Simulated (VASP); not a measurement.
# BaTiO3 in VASP: notebook

BaTiO3 is run at these levels: PBEsol, PBEsol+D3(BJ); tasks: single point.

All numbers are computed with VASP 6.6.1; they aren't measurements. Logs are shortened: lines on timing, memory, paths and dates and some standing lists are left out, and cuts for length are marked.

### Step 1. The cell of the first run

It takes space group Pm-3m (No. 221, cubic). The conventional cell has a = 3.852 Å, b = 3.852 Å, c = 3.852 Å, α = 90.00°, β = 90.00°, γ = 90.00°. Within 3.6 Å of Ba (site symmetry m-3m) lie 12 O at 2.72 Å and 8 Ti at 3.34 Å. Ti (site symmetry m-3m) has 6 O at 1.93 Å within 2.6 Å. O (site symmetry 4/mmm) has 2 Ti at 1.93 Å within 2.6 Å.

### Step 2. Single point, PBEsol

INCAR

```
PREC     = Accurate       # precision mode
ENCUT    = 520            # plane-wave cutoff, eV
EDIFF    = 1E-7           # SCF threshold, eV
ISMEAR   = -1             # smearing method
SIGMA    = 0.05           # smearing width, eV
LREAL    = F              # projectors in reciprocal space
LASPH    = T              # aspherical terms in the spheres
NELM     = 60             # most SCF steps
ALGO     = Normal         # electronic algorithm
ISIF     = 2              # what is computed and relaxed
LWAVE    = F              # write WAVECAR
LCHARG   = F              # write CHGCAR
GGA      = PS             # functional
NBANDS   = 28             # bands
```

KPOINTS

```
regular mesh
0
Gamma
  7 7 7
```

POSCAR

```
BaTiO3
1.0
    3.8517948658      0.0000000000      0.0000000000
    0.0000000000      3.8517948658      0.0000000000
    0.0000000000      0.0000000000      3.8517878607
Ba Ti O
1 1 3
Direct
    0.0000000000      0.0000000000      0.0086070497
    0.5000000000      0.5000000000      0.5086209938
    0.0000000000      0.5000000000      0.5085902726
    0.5000000000      0.0000000000      0.5085902726
    0.5000000000      0.5000000000      0.0085914113
```

Potentials or basis: VASP PAW PBE potentials, release 64 (Ba_sv, Ti_sv, O).

Command:

```console
cat potpaw_PBE.64/Ba_sv/POTCAR potpaw_PBE.64/Ti_sv/POTCAR potpaw_PBE.64/O/POTCAR > POTCAR
mpirun -np 1 vasp_std > vasp.out
```

OUTCAR:

```text
PREC = Accurate
   ENCUT = 520
   EDIFF = 1E-7
   ISMEAR = -1
   LREAL = F
   LASPH = T
   NELM = 60
   ISIF = 2
   GGA = PS

 ion  position               nearest neighbor table
   1  0.000  0.000  0.009-   3 2.72   4 2.72   3 2.72   4 2.72   5 2.72   5 2.72   5 2.72   5 2.72
                             3 2.72   4 2.72   4 2.72   3 2.72   2 3.34   2 3.34   2 3.34   2 3.34
   2  0.500  0.500  0.509-   5 1.93   4 1.93   3 1.93   4 1.93   3 1.93   5 1.93   1 3.34   1 3.34
                             1 3.34   1 3.34   1 3.34   1 3.34   1 3.34   1 3.34
   3  0.000  0.500  0.509-   2 1.93   2 1.93   1 2.72   1 2.72   1 2.72   1 2.72
   4  0.500  0.000  0.509-   2 1.93   2 1.93   1 2.72   1 2.72   1 2.72   1 2.72
   5  0.500  0.500  0.009-   2 1.93   2 1.93   1 2.72   1 2.72   1 2.72   1 2.72

  LATTYP: Found a simple cubic cell.
 ALAT       =     3.8517948658

  Lattice vectors:

 A1 = (   3.8517948658,   0.0000000000,   0.0000000000)
 A2 = (   0.0000000000,   3.8517948658,   0.0000000000)
 A3 = (   0.0000000000,   0.0000000000,   3.8517878607)

Analysis of symmetry for initial positions (statically):
=====================================================================
 Subroutine PRICEL returns:
 Original cell was already a primitive cell.

 Routine SETGRP: Setting up the symmetry group for a
 simple cubic supercell.

 Subroutine GETGRP returns: Found  8 space group operations
 (whereof  8 operations were pure point group operations)
 out of a pool of 48 trial point group operations.

The static configuration has the point symmetry C_4v.

Analysis of symmetry for dynamics (positions and initial velocities):
=====================================================================
 Subroutine PRICEL returns:
 Original cell was already a primitive cell.

 Routine SETGRP: Setting up the symmetry group for a
 simple cubic supercell.

 Subroutine GETGRP returns: Found  8 space group operations
 (whereof  8 operations were pure point group operations)
 out of a pool of 48 trial point group operations.

The dynamic configuration has the point symmetry C_4v.

 Subroutine INISYM returns: Found  8 space group operations
 (whereof  8 operations are pure point group operations),
 and found     1 'primitive' translations

----------------------------------------------------------------------------------------

                                     Primitive cell

  volume of cell :      57.1464

  direct lattice vectors                    reciprocal lattice vectors
     3.851794866  0.000000000  0.000000000     0.259619226  0.000000000  0.000000000
     0.000000000  3.851794866  0.000000000     0.000000000  0.259619226  0.000000000
     0.000000000  0.000000000  3.851787861     0.000000000  0.000000000  0.259619698

  length of vectors
     3.851794866  3.851794866  3.851787861     0.259619226  0.259619226  0.259619698

  position of ions in fractional coordinates (direct lattice)
     0.000000000  0.000000000  0.008607050
     0.500000000  0.500000000  0.508620994
     0.000000000  0.500000000  0.508590273
     0.500000000  0.000000000  0.508590273
     0.500000000  0.500000000  0.008591411

  ion indices of the primitive-cell ions
   primitive index   ion index
                 1           1
                 2           2
                 3           3
                 4           4
                 5           5

----------------------------------------------------------------------------------------

 KPOINTS: regular mesh

Automatic generation of k-mesh.
 Grid dimensions read from file:
 generate k-points for:    7    7    7

 Generating k-lattice:

  Cartesian coordinates                     Fractional coordinates (reciprocal lattice)
     0.037088461  0.000000000  0.000000000     0.142857143  0.000000000  0.000000000
     0.000000000  0.037088461  0.000000000     0.000000000  0.142857143  0.000000000
     0.000000000  0.000000000  0.037088528     0.000000000  0.000000000  0.142857143

  Length of vectors
     0.037088461  0.037088461  0.037088528

  Shift w.r.t. Gamma in fractional coordinates (k-lattice)
     0.000000000  0.000000000  0.000000000

 Subroutine IBZKPT returns following result:
 ===========================================

 Found     40 irreducible k-points:

 Following reciprocal coordinates:
            Coordinates               Weight
  0.000000  0.000000  0.000000      1.000000
  0.142857  0.000000  0.000000      4.000000
  0.000000  0.000000  0.142857      2.000000
  0.285714  0.000000  0.000000      4.000000
  0.000000  0.000000  0.285714      2.000000
  0.428571  0.000000  0.000000      4.000000
[... 16 lines left out ...]
  0.142857  0.142857  0.142857      8.000000
  0.285714  0.142857  0.142857     16.000000
 [... further k-points ...]
   k-points           NKPTS =     40   k-points in BZ     NKDIM =     40   number of bands    NBANDS=     28
   number of dos      NEDOS =    301   number of ions     NIONS =      5
   total plane-waves  NPLWV =  27000
   dimension x,y,z NGX =    30 NGY =   30 NGZ =   30
   dimension x,y,z NGXF=    60 NGYF=   60 NGZF=   60
   ions per type =               1   1   3
   NGX,Y,Z   is equivalent  to a cutoff of  12.95, 12.95, 12.95 a.u.
   NGXF,Y,Z  is equivalent  to a cutoff of  25.90, 25.90, 25.90 a.u.
 SYSTEM =  unknown system
   PREC   = accura    normal or accurate (medium, high low for compatibility)
   ISTART =      0    job   : 0-new  1-cont  2-samecut
   ICHARG =      2    charge: 1-file 2-atom 10-const
   ISPIN  =      1    spin polarized calculation?
   LNONCOLLINEAR =      F non collinear calculations
   LSORBIT =      F    spin-orbit coupling
   LASPH  =      T    aspherical Exc in radial PAW
   ENCUT  =  520.0 eV  38.22 Ry    6.18 a.u.   7.16  7.16  7.16*2*pi/ulx,y,z
   NELM   =     60;   NELMIN=  2; NELMDL= -5     # of ELM steps
   EDIFF  = 0.1E-06   stopping-criterion for ELM
   LREAL  =      F    real-space projection
   EDIFFG = 0.1E-05   stopping-criterion for IOM
   NSW    =      0    number of steps for IOM
   IBRION =     -1    ionic relax: 0-MD 1-quasi-New 2-CG
   NFREE  =      0    steps in history (QN), initial steepest desc. (CG)
   ISIF   =      2    stress and relaxation
   ISYM   =      2    0-nonsym 1-usesym 2-fastsym
   POTIM  = 0.5000    time-step for ionic-motion
   TEBEG  =    0.0;   TEEND  =   0.0 temperature during run
   PSTRESS=    0.0 pullay stress
   NELECT =      40.0000    total number of electrons
   NUPDOWN=      -1.0000    fix difference up-down
   EMIN   =  10.00;   EMAX   =-10.00  energy-range for DOS
   EFERMI =   0.00;   METHOD = LEGACY
   ISMEAR =    -1;   SIGMA  =   0.05  broadening in eV -4-tet -1-fermi 0-gaus
   EFERMI_NEDOS =   21; number of points for ismear=-14 and -15
   IALGO  =     38    algorithm
   IMIX   =      4    mixing-type and parameters
     AMIX     =   0.40;   BMIX     =  1.00
     AMIX_MAG =   1.60;   BMIX_MAG =  1.00
  volume/ion in A,a.u.               =      11.43        77.13
  Fermi-wavevector in a.u.,A,eV,Ry     =   1.453557  2.746824 28.746753  2.112827
  Thomas-Fermi vector in A             =   2.570809
   LORBIT       =      0    0 simple, 1 ext, 2 COOP (PROOUT), +10 PAW based schemes
   GGA     = PS    functional components
   LHFCALC =     F    Hartree Fock is set to
   AEXX    =    0.0000 exact exchange contribution
   IVDW    =     0    specifies the selected vdW correction
   LEPSILON=     F    determine dielectric tensor
   LRPA    =     F    only Hartree local field effects (RPA)
 non-spin polarized calculation
  energy-cutoff  :      520.00
  volume of cell :       57.15
 maximum number of plane-waves:      1551
 NGX is ok and might be reduce to    30
   NGX = 15   NGY = 15   NGZ = 15

 number of electron      40.0000013 magnetization

 Free energy of the ion-electron system (eV)
  ---------------------------------------------------
  ext. energy  EPLUGINS =         0.00000000
  ---------------------------------------------------
  free energy    TOTEN  =       -41.57894511 eV

  energy without entropy =      -41.57894511  energy(sigma->0) =      -41.57894511

 E-fermi :   5.5971     XC(G=0): -12.1346

 val. band max:        4.6223628111   @ k =   0.0000   0.0000   0.0000
 cond. band min:       6.5367645942   @ k =   0.0000   0.0000   0.0000
 fundamental gap:      1.9144017830
 Fermi energy:         5.5971134767

 k-point     1 :       0.0000    0.0000    0.0000
  band No.  band energies     occupation
      1     -51.2367      2.00000
      2     -27.6398      2.00000
      3     -27.6398      2.00000
      4     -27.6398      2.00000
      5     -19.9342      2.00000
      6     -12.4129      2.00000
[... 20 lines left out ...]
     27       9.7214      0.00000
     28      13.1751      0.00000

 k-point     2 :       0.1429    0.0000    0.0000
  band No.  band energies     occupation
      1     -51.2363      2.00000
      2     -27.6583      2.00000
      3     -27.6391      2.00000
      4     -27.6391      2.00000
      5     -19.8925      2.00000
      6     -12.4668      2.00000
[... 20 lines left out ...]
     27      10.2305      0.00000
     28      13.6968      0.00000

 k-point     3 :       0.0000    0.0000    0.1429
  band No.  band energies     occupation
      1     -51.2363      2.00000
      2     -27.6583      2.00000
      3     -27.6391      2.00000
      4     -27.6391      2.00000
      5     -19.8925      2.00000
      6     -12.4668      2.00000
[... 20 lines left out ...]
     27      10.2305      0.00000
     28      13.6970      0.00000

 k-point     4 :       0.2857    0.0000    0.0000
  band No.  band energies     occupation
      1     -51.2354      2.00000
      2     -27.6993      2.00000
      3     -27.6374      2.00000
      4     -27.6374      2.00000
      5     -19.7960      2.00000
      6     -12.6926      2.00000
[... 20 lines left out ...]
     27      11.3832      0.00000
     28      13.4507      0.00000

 k-point     5 :       0.0000    0.0000    0.2857
  band No.  band energies     occupation
      1     -51.2354      2.00000
      2     -27.6993      2.00000
      3     -27.6374      2.00000
      4     -27.6374      2.00000
      5     -19.7960      2.00000
      6     -12.6926      2.00000
[... 20 lines left out ...]
     27      11.3832      0.00000
     28      13.4507      0.00000

 k-point     6 :       0.4286    0.0000    0.0000
  band No.  band energies     occupation
      1     -51.2347      2.00000
      2     -27.7317      2.00000
      3     -27.6360      2.00000
      4     -27.6360      2.00000
      5     -19.7153      2.00000
      6     -12.9061      2.00000
[... 463 lines left out ...]
      5     -19.5878      2.00000
      6     -12.2653      2.00000
[... 20 lines left out ...]
     27      13.4858      0.00000
     28      15.2409      0.00000

 k-point    22 :       0.0000    0.4286    0.4286
  band No.  band energies     occupation
      1     -51.2328      2.00000
      2     -27.7246      2.00000
      3     -27.7241      2.00000
      4     -27.6325      2.00000
      5     -19.5878      2.00000
      6     -12.2653      2.00000
[... 20 lines left out ...]
     27      13.4859      0.00000
     28      15.2439      0.00000

 k-point    23 :       0.1429    0.1429    0.1429
  band No.  band energies     occupation
      1     -51.2355      2.00000
      2     -27.6578      2.00000
      3     -27.6558      2.00000
      4     -27.6558      2.00000
      5     -19.8182      2.00000
      6     -12.4467      2.00000
[... 20 lines left out ...]
     27      10.9256      0.00000
     28      13.5202      0.00000

 k-point    24 :       0.2857    0.1429    0.1429
  band No.  band energies     occupation
      1     -51.2346      2.00000
      2     -27.6969      2.00000
      3     -27.6550      2.00000
      4     -27.6540      2.00000
      5     -19.7354      2.00000
      6     -12.5239      2.00000
[... 20 lines left out ...]
     27      12.0056      0.00000
     28      13.7490      0.00000

 [... further k-points ...]
[... 5 lines left out ...]
  --------------------------------------------------------------------------------------
  -------------------------------------------------------------------------------------
  Total        8.1401075      8.1401075      8.1411185      0.0000000      0.0000000      0.0000000
  in kB      228.2191388    228.2191388    228.2474849      0.0000000      0.0000000      0.0000000
  external PRESSURE =     228.2285875 kB  Pullay stress =       0.0000000 kB

 VOLUME and BASIS-vectors are now :
 -----------------------------------------------------------------------------
  energy-cutoff  :      520.00
  volume of cell :       57.15
      direct lattice vectors                 reciprocal lattice vectors
     3.851794866  0.000000000  0.000000000     0.259619226  0.000000000  0.000000000
     0.000000000  3.851794866  0.000000000     0.000000000  0.259619226  0.000000000
     0.000000000  0.000000000  3.851787861     0.000000000  0.000000000  0.259619698

 POSITION                                       TOTAL-FORCE (eV/Angst)
 -----------------------------------------------------------------------------------
      0.00000      0.00000      0.03315        -0.000000      0.000000     -0.000119
      1.92590      1.92590      1.95910        -0.000000     -0.000000     -0.000248
      0.00000      1.92590      1.95898         0.000000      0.000000      0.000090
      1.92590      0.00000      1.95898        -0.000000      0.000000      0.000090
      1.92590      1.92590      0.03309        -0.000000     -0.000000      0.000186
 -----------------------------------------------------------------------------------
    total drift:                                0.000000      0.000000      0.000059

  FREE ENERGIE OF THE ION-ELECTRON SYSTEM (eV)
  ---------------------------------------------------
  free  energy   TOTEN  =       -41.5789451119 eV

  energy  without entropy=      -41.5789451114  energy(sigma->0) =      -41.57894511
```

It took 2.3 min on 1 thread of Intel Xeon Platinum 8259CL at 2.50GHz (Skylake/Cascade Lake), shared host; peak memory 0.2 GiB.

What came out:

```yaml
Free_energy: -41.5789 eV
Pressure: 22.8 GPa
Band_gap_on_the_k_mesh: 1.91 eV, direct
```

Caveat: the PAW data sets were made with another functional, which shifts forces and pressure a little; spin-orbit coupling is left out, which moves the levels of the heavy elements. A hybrid or GW would open this gap; PBEsol tends to underestimate it.

(Continued in part 2 of 3.)
